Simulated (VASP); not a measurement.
# Cu (Fmmm) in VASP: further runs, part 2 of 2

VASP 6.6.1. Earlier steps stand in the parts before.

**5. Single point, PBE (strain +0.0150 x Voigt [0, 0, 0, 0, 0, 1])**

The input, INCAR:

```
SYSTEM = Cu
  PREC = Accurate
  ENCUT = 520
  EDIFF = 1E-6
  ISMEAR = 0
  SIGMA = 0.15
  LREAL = .FALSE.
  LASPH = .TRUE.
  NELM = 100
  ALGO = Normal
  ISIF = 2
  LWAVE = .FALSE.
  LCHARG = .TRUE.
  GGA = PE
  LELF = .TRUE.
  LVHAR = .TRUE.
  NBANDS = 12
```

The input, KPOINTS:

```
Automatic mesh
0
G
  30 30 30
  0 0 0
```

The input, POSCAR:

```
Cu
1.0
   -1.4644637663      1.4644637663      1.3795566845
    1.4644637663     -1.4644637663      1.3795566845
    1.4865967199      1.4865967199     -1.3795566845
Cu
1
Direct
    0.0000000000      0.0000000000      0.0000000000
```

Potentials or basis: VASP PAW PBE potentials, release 64 (Cu).

The run is started by

```console
> cat potpaw_PBE.64/Cu/POTCAR > POTCAR
> mpirun -np 1 vasp_std > vasp.out
```

OUTCAR:

```text
SYSTEM = Cu
   PREC = Accurate
   ENCUT = 520
   EDIFF = 1E-6
   ISMEAR = 0
   LREAL = .FALSE.
   LASPH = .TRUE.
   NELM = 100
   ISIF = 2
   GGA = PE

 ion  position               nearest neighbor table
   1  0.000  0.000  0.000-

  LATTYP: Found a face centered orthorhombic cell.
 ALAT       =     2.7591133690
 B/A-ratio  =     1.5012536586
 C/A-ratio  =     1.5239426308

  Lattice vectors:

 A1 = (   2.9510604862,   0.0221329536,   0.0000000000)
 A2 = (   1.4865967199,   1.4865967199,   1.3795566845)
 A3 = (   1.4644637663,  -1.4644637663,   1.3795566845)

Analysis of symmetry for initial positions (statically):
=====================================================================
 Subroutine PRICEL returns:
 Original cell was already a primitive cell.

 Routine SETGRP: Setting up the symmetry group for a
 face centered orthorhombic supercell.

 Subroutine GETGRP returns: Found  8 space group operations
 (whereof  8 operations were pure point group operations)
 out of a pool of  8 trial point group operations.

The static configuration has the point symmetry D_2h.

Analysis of symmetry for dynamics (positions and initial velocities):
=====================================================================
 Subroutine PRICEL returns:
 Original cell was already a primitive cell.

 Routine SETGRP: Setting up the symmetry group for a
 face centered orthorhombic supercell.

 Subroutine GETGRP returns: Found  8 space group operations
 (whereof  8 operations were pure point group operations)
 out of a pool of  8 trial point group operations.

The dynamic configuration has the point symmetry D_2h.

 Subroutine INISYM returns: Found  8 space group operations
 (whereof  8 operations are pure point group operations),
 and found     1 'primitive' translations

----------------------------------------------------------------------------------------

                                     Primitive cell

[... 109 lines left out ...]
  volume/ion in A,a.u.               =      12.01        81.07
  Fermi-wavevector in a.u.,A,eV,Ry     =   1.589700  3.004098 34.383926  2.527147
  Thomas-Fermi vector in A             =   2.688509
   LORBIT       =      0    0 simple, 1 ext, 2 COOP (PROOUT), +10 PAW based schemes
   GGA     = PE    functional components
   LHFCALC =     F    Hartree Fock is set to
   AEXX    =    0.0000 exact exchange contribution
   IVDW    =     0    specifies the selected vdW correction
   LEPSILON=     F    determine dielectric tensor
   LRPA    =     F    only Hartree local field effects (RPA)
 non-spin polarized calculation
 Gauss-broadening in eV      SIGMA  =   0.15
  energy-cutoff  :      520.00
  volume of cell :       12.01
 maximum number of plane-waves:       339
   NGX =  9   NGY =  9   NGZ =  9

 number of electron      10.9999991 magnetization

 Free energy of the ion-electron system (eV)
  ---------------------------------------------------
  ext. energy  EPLUGINS =         0.00000000
  ---------------------------------------------------
  free energy    TOTEN  =        -3.69343261 eV

  energy without entropy =       -3.68927366  energy(sigma->0) =       -3.69135314

 E-fermi :   7.3792     XC(G=0): -12.6277

 val. band max:        7.3787646056   @ k =  -0.2000  -0.3667   0.2667
 cond. band min:       7.3793751398   @ k =   0.2333   0.1667   0.1000
 fundamental gap:      0.0006105342
 Fermi energy:         7.3792440733

 k-point     1 :       0.0000    0.0000    0.0000
  band No.  band energies     occupation
      1      -1.8403      2.00000
      2       4.1633      2.00000
      3       4.3780      2.00000
      4       4.4727      2.00000
      5       5.1542      2.00000
      6       5.4298      2.00000
      7      31.1147      0.00000
      8      31.8331      0.00000
      9      33.3537      0.00000
     10      35.0116      0.00000
     11      35.1889      0.00000
     12      35.4160      0.00000
[... 331 lines left out ...]
 k-point    24 :       0.2667    0.0333    0.0000
  band No.  band energies     occupation
      1       1.0077      2.00000
      2       3.8304      2.00000
      3       4.3277      2.00000
      4       5.2215      2.00000
      5       5.3003      2.00000
      6       5.3894      2.00000
      7      19.5559      0.00000
      8      25.8536      0.00000
      9      26.5384      0.00000
     10      29.2874      0.00000
     11      31.6348      0.00000
     12      36.7437      0.00000

 [... further k-points ...]
[... 5 lines left out ...]
  --------------------------------------------------------------------------------------
  -------------------------------------------------------------------------------------
  Total        0.0396705      0.0396705      0.0491574     -0.1141652     -0.0000000     -0.0000000
  in kB        5.2906264      5.2906264      6.5558363    -15.2255543     -0.0000000     -0.0000000
  external PRESSURE =       5.7123630 kB  Pullay stress =       0.0000000 kB

 VOLUME and BASIS-vectors are now :
 -----------------------------------------------------------------------------
  energy-cutoff  :      520.00
  volume of cell :       12.01
      direct lattice vectors                 reciprocal lattice vectors
    -1.464463766  1.464463766  1.379556685    -0.002541602  0.338880297  0.362435270
     1.464463766 -1.464463766  1.379556685     0.338880297 -0.002541602  0.362435270
     1.486596720  1.486596720 -1.379556685     0.336338694  0.336338694  0.000000000

 POSITION                                       TOTAL-FORCE (eV/Angst)
 -----------------------------------------------------------------------------------
      0.00000      0.00000      0.00000         0.000000      0.000000      0.000000
 -----------------------------------------------------------------------------------
    total drift:                                0.000000     -0.000000      0.000000

  FREE ENERGIE OF THE ION-ELECTRON SYSTEM (eV)
  ---------------------------------------------------
  free  energy   TOTEN  =        -3.6934326097 eV

  energy  without entropy=       -3.6892736604  energy(sigma->0) =       -3.69135314
```

stdout:

```text
POSCAR found type information on POSCAR Cu
 POSCAR found :  1 types and       1 ions
 scaLAPACK will be used
 LDA part: xc-table for (Slater+PW92), standard interpolation
 POSCAR, INCAR and KPOINTS ok, starting setup
 FFT: planning ... GRIDC
 FFT: planning ... GRID_SOFT
 FFT: planning ... GRID
 WAVECAR not read
 entering main loop
```

Wall time 6.3 min (1 thread of Intel Xeon Platinum 8259CL at 2.50GHz (Skylake/Cascade Lake), shared host); peak memory 0.6 GiB.

Results:

- Free energy: -3.6934 eV
- Pressure: 0.6 GPa

Stress tensor (GPa, compression positive):
```
 0.53 -1.52  0.00
-1.52  0.53  0.00
 0.00  0.00  0.66
```

Levels at points of the mesh, in eV from the Fermi level:
| k point | band 4 | band 5 | band 6 | band 7 | band 8 | band 9 |
| --- | --- | --- | --- | --- | --- | --- |
| (0.00, 0.00, 0.00) | -2.91 | -2.23 | -1.95 | 23.74 | 24.45 | 25.97 |
| (0.50, 0.00, 0.00) | -1.84 | -1.36 | -0.36 | 4.52 | 16.51 | 17.04 |
| (0.50, 0.50, 0.00) | -2.06 | -1.37 | -0.76 | 3.95 | 18.47 | 18.54 |
| (0.00, 0.00, 0.50) | -2.01 | -1.40 | -0.97 | 3.63 | 18.68 | 18.86 |
| (0.50, 0.50, 0.50) | -1.51 | -1.48 | 7.26 | 7.36 | 9.86 | 12.82 |

Caveat: the cell differs from its parent crystal (strain +0.0150 x Voigt [0, 0, 0, 0, 0, 1]).

**6. The runs side by side**

```tsv
cell	gap on the mesh (eV)	pressure (GPa)
a = 2.536, b = 2.536, c = 2.467 Å, angles 107.7, 107.7, 114.1°, 1 atom	none	0.8
a = 2.471, b = 2.471, c = 2.532 Å, angles 107.7, 107.7, 112.1°, 1 atom	none	0.8
a = 2.519, b = 2.519, c = 2.484 Å, angles 107.7, 107.7, 113.6°, 1 atom	none	0.6
a = 2.488, b = 2.488, c = 2.515 Å, angles 107.7, 107.7, 112.7°, 1 atom	none	0.6
```

Alike in all rows: task single point; level PBE; potentials or basis VASP PAW PBE potentials, release 64 (Cu); no spin polarisation; k mesh 30 × 30 × 30; cutoff (eV) 520; smearing gaussian 0.15 eV.

Absolute energies hang on the potentials; compare differences alone.
